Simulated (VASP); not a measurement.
# SnSe (Cmcm) in VASP: further runs

The runs below take SnSe through single point, with PBEsol.

All numbers are computed with VASP 6.6.1; they aren't measurements. Logs are shortened: lines on timing, memory, paths and dates and some standing lists are left out, and cuts for length are marked.

### Step 1. The cell of the first run

The structure is orthorhombic, space group Cmcm (No. 63). The conventional cell has a = 4.212 Å, b = 11.543 Å, c = 4.206 Å, α = 90.00°, β = 90.00°, γ = 90.00°. Sn (site symmetry m2m) has 7 Se at 2.72 to 3.71 Å and 2 Sn at 3.54 Å within 3.8 Å. Within 3.9 Å of Se (site symmetry m2m) lie 7 Sn at 2.72 to 3.71 Å and 6 Se at 3.87 to 3.90 Å.

### Step 2. Single point, PBEsol

Contents of INCAR:

```
PREC = Accurate ; ENCUT = 520
EDIFF = 1E-7 ; ISMEAR = 0
SIGMA = 0.02 ; LREAL = False
LASPH = True ; NELM = 60
ALGO = Normal ; ISIF = 2
LWAVE = False ; LCHARG = False
GGA = PS ; NBANDS = 28
```

Contents of KPOINTS:

```
Automatic mesh
0
Gamma
  8 8 6
```

Contents of POSCAR:

```
SnSe
1.0
    2.1058780078     -5.7713353113      0.0000000000
    2.1058780078      5.7713353113      0.0000000000
    0.0000000000      0.0000000000      4.2063780780
Sn Se
2 2
Direct
    0.8766296790      0.1233703210      0.2500000000
    0.1233703210      0.8766296790      0.7500000000
    0.6409443318      0.3590556682      0.2500000000
    0.3590556682      0.6409443318      0.7500000000
```

Potentials or basis: VASP PAW PBE potentials, release 64 (Sn_d, Se).

Started as:

```
> cat potpaw_PBE.64/Sn_d/POTCAR potpaw_PBE.64/Se/POTCAR > POTCAR
> mpirun -np 1 vasp_std > vasp.out
```

OUTCAR:

```text
PREC = Accurate
   ENCUT = 520
   EDIFF = 1E-7
   ISMEAR = 0
   LREAL = False
   LASPH = True
   NELM = 60
   ISIF = 2
   GGA = PS

 ion  position               nearest neighbor table
   1  0.877  0.123  0.250-   3 2.72   4 2.98   4 2.98   4 2.98   4 2.98   2 3.54   2 3.54
   2  0.123  0.877  0.750-   4 2.72   3 2.98   3 2.98   3 2.98   3 2.98   1 3.54   1 3.54
   3  0.641  0.359  0.250-   1 2.72   2 2.98   2 2.98   2 2.98   2 2.98
   4  0.359  0.641  0.750-   2 2.72   1 2.98   1 2.98   1 2.98   1 2.98

  LATTYP: Found a base centered orthorhombic cell.
 ALAT       =     4.2117560156
 B/A-ratio  =     2.7405838752
 C/A-ratio  =     0.9987231127

  Lattice vectors:

 A1 = (   2.1058780078,  -5.7713353113,   0.0000000000)
 A2 = (   2.1058780078,   5.7713353113,   0.0000000000)
 A3 = (   0.0000000000,   0.0000000000,   4.2063780780)

Analysis of symmetry for initial positions (statically):
=====================================================================
 Subroutine PRICEL returns:
 Original cell was already a primitive cell.

 Routine SETGRP: Setting up the symmetry group for a
 base centered orthorhombic supercell.

 Subroutine GETGRP returns: Found  8 space group operations
 (whereof  4 operations were pure point group operations)
 out of a pool of  8 trial point group operations.

The static configuration has the point symmetry C_2h.
 The point group associated with its full space group is D_2h.

Analysis of symmetry for dynamics (positions and initial velocities):
=====================================================================
 Subroutine PRICEL returns:
 Original cell was already a primitive cell.

 Routine SETGRP: Setting up the symmetry group for a
 base centered orthorhombic supercell.

 Subroutine GETGRP returns: Found  8 space group operations
 (whereof  4 operations were pure point group operations)
 out of a pool of  8 trial point group operations.

The dynamic configuration has the point symmetry C_2h.
 The point group associated with its full space group is D_2h.

 Subroutine INISYM returns: Found  8 space group operations
 (whereof  4 operations are pure point group operations),
 and found     1 'primitive' translations

----------------------------------------------------------------------------------------

                                     Primitive cell

  volume of cell :     102.2464

  direct lattice vectors                    reciprocal lattice vectors
[... 90 lines left out ...]
   NELM   =     60;   NELMIN=  2; NELMDL= -5     # of ELM steps
   EDIFF  = 0.1E-06   stopping-criterion for ELM
   LREAL  =      F    real-space projection
   EDIFFG = 0.1E-05   stopping-criterion for IOM
   NSW    =      0    number of steps for IOM
   IBRION =     -1    ionic relax: 0-MD 1-quasi-New 2-CG
   NFREE  =      0    steps in history (QN), initial steepest desc. (CG)
   ISIF   =      2    stress and relaxation
   ISYM   =      2    0-nonsym 1-usesym 2-fastsym
   POTIM  = 0.5000    time-step for ionic-motion
   TEBEG  =    0.0;   TEEND  =   0.0 temperature during run
   PSTRESS=    0.0 pullay stress
   NELECT =      40.0000    total number of electrons
   NUPDOWN=      -1.0000    fix difference up-down
   EMIN   =  10.00;   EMAX   =-10.00  energy-range for DOS
   EFERMI =   0.00;   METHOD = LEGACY
   ISMEAR =     0;   SIGMA  =   0.02  broadening in eV -4-tet -1-fermi 0-gaus
   EFERMI_NEDOS =   21; number of points for ismear=-14 and -15
   IALGO  =     38    algorithm
   IMIX   =      4    mixing-type and parameters
     AMIX     =   0.40;   BMIX     =  1.00
     AMIX_MAG =   1.60;   BMIX_MAG =  1.00
  volume/ion in A,a.u.               =      25.56       172.50
  Fermi-wavevector in a.u.,A,eV,Ry     =   1.197325  2.262617 19.505153  1.433588
  Thomas-Fermi vector in A             =   2.333243
   LORBIT       =      0    0 simple, 1 ext, 2 COOP (PROOUT), +10 PAW based schemes
   GGA     = PS    functional components
   LHFCALC =     F    Hartree Fock is set to
   AEXX    =    0.0000 exact exchange contribution
   IVDW    =     0    specifies the selected vdW correction
   LEPSILON=     F    determine dielectric tensor
   LRPA    =     F    only Hartree local field effects (RPA)
 non-spin polarized calculation
 Gauss-broadening in eV      SIGMA  =   0.02
  energy-cutoff  :      520.00
  volume of cell :      102.25
 maximum number of plane-waves:      2776
 NGX is ok and might be reduce to    48
   NGX = 23   NGY = 23   NGZ = 15

 number of electron      39.9999997 magnetization

 Free energy of the ion-electron system (eV)
  ---------------------------------------------------
  ext. energy  EPLUGINS =         0.00000000
  ---------------------------------------------------
  free energy    TOTEN  =       -17.93916509 eV

  energy without entropy =      -17.93914031  energy(sigma->0) =      -17.93915270

 E-fermi :   6.0387     XC(G=0): -10.0984

 val. band max:        6.0143006824   @ k =   0.5000   0.5000   0.3333
 cond. band min:       6.0580753989   @ k =   0.5000   0.5000   0.0000
 fundamental gap:      0.0437747165
 Fermi energy:         6.0386637856

 k-point     1 :       0.0000    0.0000    0.0000
  band No.  band energies     occupation
      1     -15.4913      2.00000
      2     -15.4862      2.00000
      3     -15.4747      2.00000
      4     -15.4723      2.00000
      5     -15.4705      2.00000
      6     -15.4663      2.00000
[... 733 lines left out ...]
     27      12.1942      0.00000
     28      12.7899      0.00000

 [... further k-points ...]

------------------------ aborting loop because EDIFF is reached ----------------------------------------

  FORCE on cell =-STRESS in cart. coord.  units (eV):
  Direction    XX          YY          ZZ          XY          YZ          ZX
  --------------------------------------------------------------------------------------
  -------------------------------------------------------------------------------------
  Total        0.0205569      0.0405821      0.0064927      0.0000000     -0.0000000      0.0000000
  in kB        0.3221224      0.6359130      0.1017386      0.0000000     -0.0000000      0.0000000
  external PRESSURE =       0.3532580 kB  Pullay stress =       0.0000000 kB

 VOLUME and BASIS-vectors are now :
 -----------------------------------------------------------------------------
  energy-cutoff  :      520.00
  volume of cell :      102.25
      direct lattice vectors                 reciprocal lattice vectors
     2.105878008 -5.771335311  0.000000000     0.237430657 -0.086635063  0.000000000
     2.105878008  5.771335311  0.000000000     0.237430657  0.086635063  0.000000000
     0.000000000  0.000000000  4.206378078     0.000000000  0.000000000  0.237734217

 POSITION                                       TOTAL-FORCE (eV/Angst)
 -----------------------------------------------------------------------------------
      2.10588     -4.34731      1.05159         0.000000     -0.012445     -0.000000
      2.10588      4.34731      3.15478         0.000000      0.012445      0.000000
      2.10588     -1.62687      1.05159         0.000000      0.008660      0.000000
      2.10588      1.62687      3.15478         0.000000     -0.008660      0.000000
 -----------------------------------------------------------------------------------
    total drift:                               -0.000000     -0.000000     -0.000000

  FREE ENERGIE OF THE ION-ELECTRON SYSTEM (eV)
  ---------------------------------------------------
  free  energy   TOTEN  =       -17.9391650887 eV

  energy  without entropy=      -17.9391403073  energy(sigma->0) =      -17.93915270
```

stdout:

```text
POSCAR found type information on POSCAR SnSe
 POSCAR found :  2 types and       4 ions
 scaLAPACK will be used
 -----------------------------------------------------------------------------
|                                                                             |
|                                                                             |
|     You enforced a specific xc type in the INCAR file but a different       |
|     I HOPE YOU KNOW WHAT YOU ARE DOING!                                     |
|                                                                             |
 -----------------------------------------------------------------------------

 LDA part: xc-table for (Slater+PW92), standard interpolation
 POSCAR, INCAR and KPOINTS ok, starting setup
 FFT: planning ... GRIDC
 FFT: planning ... GRID_SOFT
 FFT: planning ... GRID
 WAVECAR not read
 entering main loop
```

Run time: 94 s. Hardware: 1 thread of Intel Xeon 6975P-C (Granite Rapids), shared host; peak memory 0.38 GiB.

Results:

```
Free energy            : -17.9392 eV
Pressure               : 0.0 GPa
Largest force          : 0.012 eV/Å
Band gap on the k mesh : 0.04 eV (least direct gap 0.18 eV)
```

Forces in eV/Å, atoms in the order of the input:
```
Sn   0.000 -0.012  0.000
Sn   0.000  0.012  0.000
Se   0.000  0.009  0.000
Se   0.000 -0.009  0.000
```

Caveat: the PAW data sets were made with another functional, which shifts forces and pressure a little; spin-orbit coupling is left out, which moves the levels of the heavy elements. A k mesh can miss the band edges.

### Step 3. Single point, PBEsol

Contents of INCAR:

```
SYSTEM = SnSe
PREC = Accurate
ENCUT = 520
EDIFF = 1E-6
ISMEAR = 0
SIGMA = 0.01
LREAL = .False.
LASPH = .True.
NELM = 60
ALGO = Normal
ISIF = 2
LWAVE = .False.
LCHARG = .False.
GGA = PS
NBANDS = 28
```

Contents of KPOINTS:

```
Automatic mesh
0
Gamma
  10 10 8
  0 0 0
```

Contents of POSCAR:

```
SnSe
1.0
    2.1066598158     -5.7636514234      0.0000000000
    2.1066598158      5.7636514234      0.0000000000
    0.0000000000      0.0000000000      4.2031764988
Sn Se
2 2
Direct
    0.8771915554      0.1228084446      0.2500000000
    0.1228084446      0.8771915554      0.7500000000
    0.6412459317      0.3587540683      0.2500000000
    0.3587540683      0.6412459317      0.7500000000
```

Potentials or basis: VASP PAW PBE potentials, release 64 (Sn_d, Se).

Started as:

```
> cat potpaw_PBE.64/Sn_d/POTCAR potpaw_PBE.64/Se/POTCAR > POTCAR
> mpirun -np 1 vasp_std > vasp.out
```

Wall time 2.6 min (1 thread of Intel Xeon 6975P-C (Granite Rapids), shared host); peak memory 0.52 GiB.

It converged, with:

```yaml
Free_energy: -17.9419 eV
Pressure: 0.0 GPa
Largest_force: 0.015 eV/Å
Band_gap_on_the_k_mesh: 0.21 eV (least direct gap 0.63 eV)
```

Forces in eV/Å, atoms in the order of the input:
```
Sn   0.000 -0.015  0.000
Sn   0.000  0.015  0.000
Se   0.000  0.012  0.000
Se   0.000 -0.012  0.000
```

Levels at points of the mesh, in eV from the valence-band top:
| k point | band 17 | band 18 | band 19 | band 20 | band 21 | band 22 | band 23 | band 24 |
| --- | --- | --- | --- | --- | --- | --- | --- | --- |
| (0.00, 0.00, 0.00) | -3.20 | -2.56 | -1.78 | -0.66 | 3.36 | 3.78 | 4.13 | 4.64 |
| (0.50, 0.00, 0.00) | -2.02 | -1.67 | -0.52 | -0.26 | 1.05 | 1.11 | 1.29 | 2.32 |
| (0.50, 0.50, 0.00) | -2.52 | -1.88 | -1.83 | -0.73 | 0.21 | 3.52 | 3.53 | 3.87 |
| (0.00, 0.00, 0.50) | -1.82 | -1.82 | -0.21 | -0.21 | 0.71 | 0.71 | 1.41 | 1.41 |
| (0.50, 0.00, 0.50) | -4.15 | -4.15 | -1.76 | -1.76 | 2.35 | 2.35 | 5.13 | 5.13 |
| (0.50, 0.50, 0.50) | -1.61 | -1.61 | -1.08 | -1.08 | 1.56 | 1.56 | 2.08 | 2.08 |

Caveat: the PAW data sets were made with another functional, which shifts forces and pressure a little; spin-orbit coupling is left out, which moves the levels of the heavy elements. A k mesh can miss the band edges.

### Step 4. Single point, PBEsol (strained)

Contents of INCAR:

```
SYSTEM = SnSe
  PREC = Accurate
  ENCUT = 520
  EDIFF = 1E-7
  ISMEAR = 0
  SIGMA = 0.05
  LREAL = .FALSE.
  LASPH = .TRUE.
  NELM = 80
  ALGO = Normal
  ISIF = 2
  LWAVE = .FALSE.
  LCHARG = .FALSE.
  GGA = PS
  NBANDS = 28
```

Contents of KPOINTS:

```
Automatic mesh
0
G
  8 8 6
  0 0 0
```

Contents of POSCAR:

```
SnSe
1.0
    2.1684256500     -6.0602637500      0.0000000000
    2.1684256500      6.0602637500      0.0000000000
    0.0000000000      0.0000000000      4.3385968600
Sn Se
2 2
Direct
    0.8736379087      0.1263620913      0.2500000000
    0.1263620913      0.8736379087      0.7500000000
    0.6337285975      0.3662714025      0.2500000000
    0.3662714025      0.6337285975      0.7500000000
```

Started as:

```
> cat potpaw_PBE.64/Sn_d/POTCAR potpaw_PBE.64/Se/POTCAR > POTCAR
> mpirun -np 1 vasp_std > vasp.out
```

Run time: 6 min. Hardware: 1 thread of Intel Xeon 8259CL, shared host; peak memory 0.41 GiB.

The run converged. Its results:

| Quantity | Value |
| --- | --- |
| Free energy | -17.6947 eV |
| Pressure | -5.0 GPa |
| Largest force | 0.562 eV/Å |
| Band gap on the k mesh | 0.40 eV (least direct gap 0.57 eV) |

Forces on the atoms (eV/Å):
```
Sn   0.000  0.524  0.000
Sn   0.000 -0.524  0.000
Se   0.000 -0.562  0.000
Se   0.000  0.562  0.000
```

Stress tensor (GPa, compression positive):
```
-4.72  0.00  0.00
 0.00 -6.29  0.00
 0.00  0.00 -4.14
```

Levels at points of the mesh, in eV from the valence-band top:
| k point | band 16 | band 17 | band 18 | band 19 | band 20 | band 21 | band 22 | band 23 | band 24 | band 25 |
| --- | --- | --- | --- | --- | --- | --- | --- | --- | --- | --- |
| (0.00, 0.00, 0.00) | -3.10 | -2.62 | -2.27 | -1.59 | -0.64 | 3.45 | 3.66 | 4.24 | 4.54 | 4.72 |
| (0.50, 0.00, 0.00) | -2.26 | -1.67 | -1.29 | -0.29 | -0.16 | 1.10 | 1.11 | 1.20 | 2.22 | 2.25 |
| (0.50, 0.50, 0.00) | -2.61 | -2.26 | -1.73 | -1.63 | -1.00 | 0.54 | 3.58 | 3.70 | 3.92 | 4.34 |
| (0.00, 0.00, 0.50) | -3.10 | -1.47 | -1.47 | -0.06 | -0.06 | 0.76 | 0.76 | 1.55 | 1.55 | 4.21 |
| (0.50, 0.00, 0.50) | -4.48 | -3.67 | -3.67 | -1.54 | -1.54 | 2.29 | 2.29 | 5.10 | 5.10 | 5.57 |
| (0.50, 0.50, 0.50) | -1.60 | -1.29 | -1.29 | -0.75 | -0.75 | 1.00 | 1.00 | 2.03 | 2.03 | 2.46 |

Caveat: the cell differs from its parent crystal (strained); the cell stands under tension; the PAW data sets were made with another functional, which shifts forces and pressure a little; spin-orbit coupling is left out, which moves the levels of the heavy elements. A k mesh can miss the band edges.

### Step 5. Single point, PBEsol (strained)

Contents of INCAR:

```
PREC = Accurate
ENCUT = 520
EDIFF = 1E-7
ISMEAR = 0
SIGMA = 0.02
LREAL = False
LASPH = True
NELM = 80
ALGO = Normal
ISIF = 2
LWAVE = False
LCHARG = False
GGA = PS
NBANDS = 28
```

Contents of KPOINTS:

```
Automatic mesh
0
Gamma
  8 8 6
```

Contents of POSCAR:

```
SnSe
1.0
    2.0845746000     -5.6504717000      0.0000000000
    2.0845746000      5.6504717000      0.0000000000
    0.0000000000      0.0000000000      4.2376852000
Sn Se
2 2
Direct
    0.8797369915      0.1202630085      0.2500000000
    0.1202630085      0.8797369915      0.7500000000
    0.6258787104      0.3741212896      0.2500000000
    0.3741212896      0.6258787104      0.7500000000
```

Started as:

```
> cat potpaw_PBE.64/Sn_d/POTCAR potpaw_PBE.64/Se/POTCAR > POTCAR
> mpirun -np 1 vasp_std > vasp.out
```

Wall time 6.5 min (1 thread of Intel Xeon 8259CL, shared host); peak memory 0.39 GiB.

It converged, with:

* Free energy: -17.8086 eV
* Pressure: -0.2 GPa
* Largest force: 0.700 eV/Å
* Band gap on the k mesh: 0.01 eV (least direct gap 0.09 eV)

Forces in eV/Å, atoms in the order of the input:
```
Sn   0.000  0.485  0.000
Sn   0.000 -0.485  0.000
Se   0.000 -0.700  0.000
Se   0.000  0.700  0.000
```

Stress tensor (GPa, compression positive):
```
 0.29  0.00  0.00
 0.00 -1.20  0.00
 0.00  0.00  0.44
```

Levels at points of the mesh, in eV from the valence-band top:
| k point | band 16 | band 17 | band 18 | band 19 | band 20 | band 21 | band 22 | band 23 | band 24 | band 25 |
| --- | --- | --- | --- | --- | --- | --- | --- | --- | --- | --- |
| (0.00, 0.00, 0.00) | -4.14 | -3.17 | -3.11 | -2.13 | -1.28 | 2.89 | 3.24 | 4.30 | 4.33 | 4.52 |
| (0.50, 0.00, 0.00) | -2.91 | -2.51 | -1.77 | -0.71 | -0.38 | 0.41 | 0.53 | 0.88 | 2.00 | 2.33 |
| (0.50, 0.50, 0.00) | -3.32 | -3.24 | -2.08 | -1.66 | -1.51 | 0.27 | 2.90 | 3.45 | 3.51 | 4.26 |
| (0.00, 0.00, 0.50) | -4.09 | -2.05 | -2.05 | -0.30 | -0.30 | 0.43 | 0.43 | 1.10 | 1.10 | 4.52 |
| (0.50, 0.00, 0.50) | -5.25 | -4.77 | -4.77 | -1.87 | -1.87 | 1.87 | 1.87 | 5.35 | 5.35 | 5.50 |
| (0.50, 0.50, 0.50) | -2.27 | -1.53 | -1.53 | -1.26 | -1.26 | 0.83 | 0.83 | 1.87 | 1.87 | 2.53 |

Caveat: the cell differs from its parent crystal (strained); the PAW data sets were made with another functional, which shifts forces and pressure a little; spin-orbit coupling is left out, which moves the levels of the heavy elements.

### Step 6. The runs side by side

| cell | k mesh | smearing | gap on the mesh (eV) | pressure (GPa) | largest force (eV/Å) |
| --- | --- | --- | --- | --- | --- |
| a = 6.144, b = 6.144, c = 4.206 Å, angles 90.0, 90.0, 139.9°, 4 atoms, atomic positions A | 8 × 8 × 6 | gaussian 0.02 eV | 0.04 | 0.0 | 0.01 |
| a = 6.137, b = 6.137, c = 4.203 Å, angles 90.0, 90.0, 139.8°, 4 atoms, atomic positions A | 10 × 10 × 8 | gaussian 0.01 eV | 0.21 | 0.0 | 0.02 |
| a = 6.437, b = 6.437, c = 4.339 Å, angles 90.0, 90.0, 140.6°, 4 atoms, atomic positions B | 8 × 8 × 6 | gaussian 0.05 eV | 0.40 | -5.0 | 0.56 |
| a = 6.023, b = 6.023, c = 4.238 Å, angles 90.0, 90.0, 139.5°, 4 atoms, atomic positions C | 8 × 8 × 6 | gaussian 0.02 eV | 0.01 | -0.2 | 0.70 |

Alike in all rows: task single point; level PBEsol; potentials or basis VASP PAW PBE potentials, release 64 (Sn_d, Se); no spin polarisation; cutoff (eV) 520.

Caveats: the PAW data sets were made with another functional, which shifts forces and pressure a little; spin-orbit coupling is left out, which moves the levels of the heavy elements; the cell stands under tension (at least some runs).

Absolute energies hang on the potentials; compare differences alone.
